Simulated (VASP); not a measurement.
# Pb8Se7 (a cell with a defect) in VASP: a series of runs

The runs below take Pb8Se7 (a cell with a defect) through single point, with PBE.

All numbers are computed with VASP 6.6.1; they aren't measurements. Logs are shortened: lines on timing, memory, paths and dates and some standing lists are left out, and cuts for length are marked.

**1. The cell of the first run**

The cell holds a defect, 15 atoms: a = 6.219 Å, b = 6.219 Å, c = 12.431 Å, α = 90.00°, β = 90.00°, γ = 90.00°.

**2. Single point, PBE**

File INCAR:

```
PREC = Accurate
ENCUT = 520
EDIFF = 1E-6
ISMEAR = 0
SIGMA = 0.05
LREAL = Auto
LASPH = T
NELM = 100
ALGO = Normal
ISIF = 2
LWAVE = F
LCHARG = F
GGA = PE
NBANDS = 90
```

File KPOINTS:

```
Automatic mesh
0
Gamma
  4 4 2
```

File POSCAR:

```
Pb8Se7
1.0
    0.0000000000     -4.3973606159     -4.3972416102
    0.0000000000      4.3973606159     -4.3972416102
   12.4313334466      0.0000000000      0.0000000000
Pb Se
8 7
Direct
    0.7500807135      0.5000807485      0.8728232612
    0.2500720280      1.0000719230      0.8751879311
    0.7499675744      0.4999676094      0.3772102180
    0.2499533166     -0.0000466484      0.3748351711
    0.2499314280      0.4999184307      0.1249874767
    0.7499183957     -0.0000685370      0.1249874767
    0.2500616236      0.5000738687      0.6249846031
    0.7500738343      1.0000617466      0.6249846031
    0.2499768547      0.9999767497      0.6249924864
    0.7500012318      0.5000012668      0.1249984168
    0.2500018697      0.0000019048      0.1249980951
    0.2500804983      0.5000320251      0.3756626769
    0.7500319901      0.0000805333      0.3756626769
    0.2499857806      0.4999950693      0.8743510136
    0.7499951487      0.9999857899      0.8743510136
```

Potentials or basis: VASP PAW PBE potentials, release 64 (Pb_d, Se).

The run is started by

```
> cat potpaw_PBE.64/Pb_d/POTCAR potpaw_PBE.64/Se/POTCAR > POTCAR
> mpirun -np 1 vasp_std > vasp.out
```

OUTCAR:

```text
PREC = Accurate
   ENCUT = 520
   EDIFF = 1E-6
   ISMEAR = 0
   LREAL = Auto
   LASPH = T
   NELM = 100
   ISIF = 2
   GGA = PE

 ion  position               nearest neighbor table
   1  0.750  0.500  0.873-  15 3.11  14 3.11  14 3.11  15 3.11  10 3.13
   2  0.250  0.000  0.875-  11 3.11  15 3.11  14 3.11  14 3.11  15 3.11   9 3.11
   3  0.750  0.500  0.377-  12 3.11  13 3.11  12 3.11  13 3.11  10 3.14
   4  0.250  1.000  0.375-  11 3.11  12 3.11  13 3.11   9 3.11  13 3.11  12 3.11
   5  0.250  0.500  0.125-  11 3.11  10 3.11  10 3.11  11 3.11  14 3.12  12 3.12
   6  0.750  1.000  0.125-  11 3.11  10 3.11  10 3.11  11 3.11  15 3.12  13 3.12
   7  0.250  0.500  0.625-  12 3.10  14 3.10   9 3.11   9 3.11
   8  0.750  0.000  0.625-  13 3.10  15 3.10   9 3.11   9 3.11
   9  0.250  1.000  0.625-   7 3.11   8 3.11   4 3.11   8 3.11   7 3.11   2 3.11
  10  0.750  0.500  0.125-   5 3.11   6 3.11   6 3.11   5 3.11   1 3.13   3 3.14
  11  0.250  0.000  0.125-   2 3.11   4 3.11   5 3.11   6 3.11   6 3.11   5 3.11
  12  0.250  0.500  0.376-   7 3.10   3 3.11   4 3.11   4 3.11   3 3.11   5 3.12
  13  0.750  0.000  0.376-   8 3.10   3 3.11   4 3.11   4 3.11   3 3.11   6 3.12
  14  0.250  0.500  0.874-   7 3.10   1 3.11   2 3.11   2 3.11   1 3.11   5 3.12
  15  0.750  1.000  0.874-   8 3.10   1 3.11   2 3.11   2 3.11   1 3.11   6 3.12

  LATTYP: Found a base centered orthorhombic cell.
 ALAT       =     8.7944832204
 B/A-ratio  =     1.0000270637
 C/A-ratio  =     1.4135376844

  Lattice vectors:

 A1 = (   0.0000000000,  -4.3973606159,  -4.3972416102)
 A2 = (   0.0000000000,   4.3973606159,  -4.3972416102)
 A3 = (  12.4313334466,   0.0000000000,   0.0000000000)

Analysis of symmetry for initial positions (statically):
=====================================================================
 Subroutine PRICEL returns:
 Original cell was already a primitive cell.

 Routine SETGRP: Setting up the symmetry group for a
 base centered orthorhombic supercell.

 Subroutine GETGRP returns: Found  2 space group operations
 (whereof  1 operations were pure point group operations)
 out of a pool of  8 trial point group operations.

The static configuration has the point symmetry C_1 .
 The point group associated with its full space group is C_1h.

Analysis of symmetry for dynamics (positions and initial velocities):
=====================================================================
 Subroutine PRICEL returns:
 Original cell was already a primitive cell.

 Routine SETGRP: Setting up the symmetry group for a
 base centered orthorhombic supercell.

 Subroutine GETGRP returns: Found  2 space group operations
 (whereof  1 operations were pure point group operations)
 out of a pool of  8 trial point group operations.

The dynamic configuration has the point symmetry C_1 .
 The point group associated with its full space group is C_1h.

 Subroutine INISYM returns: Found  2 space group operations
 (whereof  1 operations are pure point group operations),
 and found     1 'primitive' translations

----------------------------------------------------------------------------------------

                                     Primitive cell

  volume of cell :     480.7509

  direct lattice vectors                    reciprocal lattice vectors
     0.000000000 -4.397360616 -4.397241610     0.000000000 -0.113704570 -0.113707648
     0.000000000  4.397360616 -4.397241610     0.000000000  0.113704570 -0.113707648
    12.431333447  0.000000000  0.000000000     0.080441893  0.000000000  0.000000000

  length of vectors
     6.218722872  6.218722872 12.431333447     0.160804722  0.160804722  0.080441893

  position of ions in fractional coordinates (direct lattice)
     0.750080713  0.500080748  0.872823261
     0.250072028  0.000071923  0.875187931
     0.749967574  0.499967609  0.377210218
     0.249953317  0.999953352  0.374835171
     0.249931428  0.499918431  0.124987477
     0.749918396  0.999931463  0.124987477
     0.250061624  0.500073869  0.624984603
     0.750073834  0.000061747  0.624984603
     0.249976855  0.999976750  0.624992486
     0.750001232  0.500001267  0.124998417
     0.250001870  0.000001905  0.124998095
     0.250080498  0.500032025  0.375662677
[... 39 lines left out ...]

  Shift w.r.t. Gamma in fractional coordinates (k-lattice)
     0.000000000  0.000000000  0.000000000

 Subroutine IBZKPT returns following result:
 ===========================================

 Found     14 irreducible k-points:

 Following reciprocal coordinates:
            Coordinates               Weight
  0.000000  0.000000  0.000000      1.000000
  0.250000  0.000000  0.000000      4.000000
  0.500000  0.000000  0.000000      2.000000
  0.250000  0.250000  0.000000      2.000000
  0.500000  0.250000  0.000000      4.000000
 -0.250000  0.250000  0.000000      2.000000
  0.500000  0.500000  0.000000      1.000000
  0.000000  0.000000  0.500000      1.000000
  0.250000  0.000000  0.500000      4.000000
  0.500000  0.000000  0.500000      2.000000
  0.250000  0.250000  0.500000      2.000000
  0.500000  0.250000  0.500000      4.000000
 -0.250000  0.250000  0.500000      2.000000
  0.500000  0.500000  0.500000      1.000000
   k-points           NKPTS =     14   k-points in BZ     NKDIM =     14   number of bands    NBANDS=     90
   number of dos      NEDOS =    301   number of ions     NIONS =     15
   total plane-waves  NPLWV = 221184
   dimension x,y,z NGX =    48 NGY =   48 NGZ =   96
   dimension x,y,z NGXF=    96 NGYF=   96 NGZF=  192
   ions per type =               8   7
   NGX,Y,Z   is equivalent  to a cutoff of  12.83, 12.83, 12.84 a.u.
   NGXF,Y,Z  is equivalent  to a cutoff of  25.66, 25.66, 25.68 a.u.
 SYSTEM =  unknown system
   PREC   = accura    normal or accurate (medium, high low for compatibility)
   ISTART =      0    job   : 0-new  1-cont  2-samecut
   ICHARG =      2    charge: 1-file 2-atom 10-const
   ISPIN  =      1    spin polarized calculation?
   LNONCOLLINEAR =      F non collinear calculations
   LSORBIT =      F    spin-orbit coupling
   LASPH  =      T    aspherical Exc in radial PAW
   ENCUT  =  520.0 eV  38.22 Ry    6.18 a.u.  11.56 11.56 23.11*2*pi/ulx,y,z
   NELM   =    100;   NELMIN=  2; NELMDL= -5     # of ELM steps
   EDIFF  = 0.1E-05   stopping-criterion for ELM
   LREAL  =      T    real-space projection
   EDIFFG = 0.1E-04   stopping-criterion for IOM
   NSW    =      0    number of steps for IOM
   IBRION =     -1    ionic relax: 0-MD 1-quasi-New 2-CG
   NFREE  =      0    steps in history (QN), initial steepest desc. (CG)
   ISIF   =      2    stress and relaxation
   ISYM   =      2    0-nonsym 1-usesym 2-fastsym
   POTIM  = 0.5000    time-step for ionic-motion
   TEBEG  =    0.0;   TEEND  =   0.0 temperature during run
   PSTRESS=    0.0 pullay stress
   NELECT =     154.0000    total number of electrons
   NUPDOWN=      -1.0000    fix difference up-down
   EMIN   =  10.00;   EMAX   =-10.00  energy-range for DOS
   EFERMI =   0.00;   METHOD = LEGACY
   ISMEAR =     0;   SIGMA  =   0.05  broadening in eV -4-tet -1-fermi 0-gaus
   EFERMI_NEDOS =   21; number of points for ismear=-14 and -15
   IALGO  =     38    algorithm
   IMIX   =      4    mixing-type and parameters
     AMIX     =   0.40;   BMIX     =  1.00
     AMIX_MAG =   1.60;   BMIX_MAG =  1.00
  volume/ion in A,a.u.               =      32.05       216.28
  Fermi-wavevector in a.u.,A,eV,Ry     =   1.120147  2.116771 17.071629  1.254729
  Thomas-Fermi vector in A             =   2.256791
   LORBIT       =      0    0 simple, 1 ext, 2 COOP (PROOUT), +10 PAW based schemes
   GGA     = PE    functional components
   LHFCALC =     F    Hartree Fock is set to
   AEXX    =    0.0000 exact exchange contribution
   IVDW    =     0    specifies the selected vdW correction
   LEPSILON=     F    determine dielectric tensor
   LRPA    =     F    only Hartree local field effects (RPA)
 non-spin polarized calculation
 Gauss-broadening in eV      SIGMA  =   0.05
  energy-cutoff  :      520.00
  volume of cell :      480.75
 maximum number of plane-waves:     12990
 NGX is ok and might be reduce to    48
   NGX = 23   NGY = 23   NGZ = 47

 number of electron     153.9999978 magnetization

 Free energy of the ion-electron system (eV)
  ---------------------------------------------------
  ext. energy  EPLUGINS =         0.00000000
  ---------------------------------------------------
  free energy    TOTEN  =       -59.72788481 eV

  energy without entropy =      -59.72302190  energy(sigma->0) =      -59.72545335

 E-fermi :   4.8594     XC(G=0):  -9.0721

 val. band max:        4.8576369768   @ k =   0.5000   0.0000   0.5000
 cond. band min:       4.8822380186   @ k =   0.5000   0.0000   0.0000
 fundamental gap:      0.0246010417
 Fermi energy:         4.8593773419

 k-point     1 :       0.0000    0.0000    0.0000
  band No.  band energies     occupation
      1     -12.7879      2.00000
      2     -12.7841      2.00000
      3     -12.7737      2.00000
      4     -12.7643      2.00000
      5     -12.7438      2.00000
      6     -12.7438      2.00000
[... 1277 lines left out ...]
     88       6.1450      0.00000
     89       6.1513      0.00000
 [bands above 89 left out]

------------------------ aborting loop because EDIFF is reached ----------------------------------------

  FORCE on cell =-STRESS in cart. coord.  units (eV):
  Direction    XX          YY          ZZ          XY          YZ          ZX
  --------------------------------------------------------------------------------------
  -------------------------------------------------------------------------------------
  Total       -3.0541815     -1.9289192     -1.9154332      0.0000000      0.0000000     -0.0034085
  in kB      -10.1785356     -6.4284238     -6.3834795      0.0000000      0.0000000     -0.0113595
  external PRESSURE =      -7.6634796 kB  Pullay stress =       0.0000000 kB

 VOLUME and BASIS-vectors are now :
 -----------------------------------------------------------------------------
  energy-cutoff  :      520.00
  volume of cell :      480.75
      direct lattice vectors                 reciprocal lattice vectors
     0.000000000 -4.397360616 -4.397241610     0.000000000 -0.113704570 -0.113707648
     0.000000000  4.397360616 -4.397241610     0.000000000  0.113704570 -0.113707648
    12.431333447  0.000000000  0.000000000     0.080441893  0.000000000  0.000000000

 POSITION                                       TOTAL-FORCE (eV/Angst)
 -----------------------------------------------------------------------------------
     10.85036     -1.09934     -5.49726        -0.019784      0.000000      0.001985
     10.87975     -1.09934     -1.09994         0.005886      0.000000      0.000850
      4.68923     -1.09934     -5.49627         0.019330      0.000000     -0.000749
      4.65970      3.29802     -5.49614        -0.006792      0.000000     -0.000468
      1.55376      1.09928     -3.29727         0.000373     -0.000118      0.001941
      1.55376      1.09940     -7.69451         0.000373      0.000118      0.001941
      7.76939      1.09939     -3.29853        -0.000036     -0.000442     -0.002237
      7.76939     -3.29807     -3.29853        -0.000036      0.000442     -0.002237
      7.76949      3.29802     -5.49635         0.000594      0.000000     -0.000704
      1.55390     -1.09934     -5.49656         0.000055      0.000000      0.000064
      1.55389     -1.09934     -1.09933         0.000255      0.000000      0.000138
      4.66999      1.09913     -3.29843        -0.000461     -0.000604     -0.000762
      4.66999     -3.29781     -3.29843        -0.000461      0.000604     -0.000762
     10.86935      1.09938     -3.29785         0.000353      0.000031      0.000500
     10.86935      1.09930     -7.69509         0.000353     -0.000031      0.000500
 -----------------------------------------------------------------------------------
    total drift:                               -0.002326      0.000591      0.001759

  FREE ENERGIE OF THE ION-ELECTRON SYSTEM (eV)
  ---------------------------------------------------
  free  energy   TOTEN  =       -59.7278848065 eV

  energy  without entropy=      -59.7230219010  energy(sigma->0) =      -59.72545335
```

Wall time 8.4 min (1 thread of Intel Xeon 6975P-C (Granite Rapids), shared host); peak memory 0.69 GiB.

Results:

| Property | Result |
| --- | --- |
| Free energy | -59.7279 eV |
| Pressure | -0.8 GPa |
| Largest force | 0.020 eV/Å |
| Band gap on the k mesh | zero (bands 77 and 78 overlap by 0.85 eV) |

Forces in eV/Å, atoms in the order of the input:
```
Pb  -0.020  0.000  0.002
Pb   0.006  0.000  0.001
Pb   0.019  0.000 -0.001
Pb  -0.007  0.000  0.000
Pb   0.000  0.000  0.002
Pb   0.000  0.000  0.002
Pb   0.000  0.000 -0.002
Pb   0.000  0.000 -0.002
Se   0.001  0.000 -0.001
Se   0.000  0.000  0.000
Se   0.000  0.000  0.000
Se   0.000 -0.001 -0.001
Se   0.000  0.001 -0.001
Se   0.000  0.000  0.001
Se   0.000  0.000  0.001
```

Levels at points of the mesh, in eV from the Fermi level:
```
           k point  band 73  band 74  band 75  band 76  band 77  band 78  band 79  band 80  band 81  band 82
(0.00, 0.00, 0.00)    -2.34    -2.18    -1.80    -1.43     0.58     0.58     0.61     0.97     1.22     1.49
(0.50, 0.00, 0.00)    -1.49    -1.44    -1.43    -1.40    -0.59     0.02     0.32     0.47     0.76     1.14
(0.50, 0.50, 0.00)    -1.34    -1.14    -0.93    -0.93    -0.75    -0.27    -0.27    -0.26     0.37     0.50
(0.00, 0.00, 0.50)    -2.61    -2.61    -2.14    -1.75     0.55     0.55     1.07     1.52     2.05     2.48
(0.50, 0.00, 0.50)    -1.71    -1.49    -1.48    -1.48    -0.23     0.00     0.48     0.77     1.02     1.03
(0.50, 0.50, 0.50)    -1.23    -1.23    -1.23    -1.21    -1.16    -0.22     0.13     0.13     0.29     0.32
```

Caveat: spin-orbit coupling is left out, which moves the levels of the heavy elements.

[end of part 1 of 2]

The gap in the log of VASP goes by the Fermi energy; the results here count the filled bands.